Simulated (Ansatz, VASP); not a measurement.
One calculation of O, two programs

```
O
1.0
     0.00000    1.86434    3.84614
     1.48148    0.00000    3.84614
     1.48148    1.86434    0.00000
O
2
Direct
  0.57890 0.57890 0.42110
  0.42110 0.42110 0.57890
```

Change from the starting cell: volume scaled by 0.96.

Alike in both runs: task single point; functional PBE; k mesh 12 × 12 × 12; occupations fermi-dirac, width 0.05 eV; no spin polarisation.

|  | VASP | Ansatz |
| --- | --- | --- |
| version | VASP 6.6.1 | Ansatz 0.2.0 |
| potentials or method | VASP PAW PBE potentials, release 64 (O), cutoff 520 eV | all-electron LAPW, scalar-relativistic |

Ansatz gave:

| Property | Result |
| --- | --- |
| gap on the k mesh at the Fermi level (eV) | none |
| pressure (GPa) | 2.6 |
| traceless stress, the component that is largest in VASP (GPa) | -1.08 |
| rms of the force components (eV/Å) | 0.089 |

Question: Estimate VASP's values.

Answer: gap on the k mesh at the Fermi level (eV): none; pressure (GPa): 6.1; traceless stress, the component that is largest in VASP (GPa): 6.47; rms of the force components (eV/Å): 0.641.

Atom by atom the forces differ by 0.730 eV/Å (rms over components). A gap of «none» marks a metal or a gap that the smearing closes. Ansatz ran all-electron here, and VASP with PAW potentials.

Noted on VASP's run: the standard files for N, O and F lose accuracy on very short bonds; spin is off for a triplet molecule. Noted on Ansatz's run: spin is off for a triplet molecule.
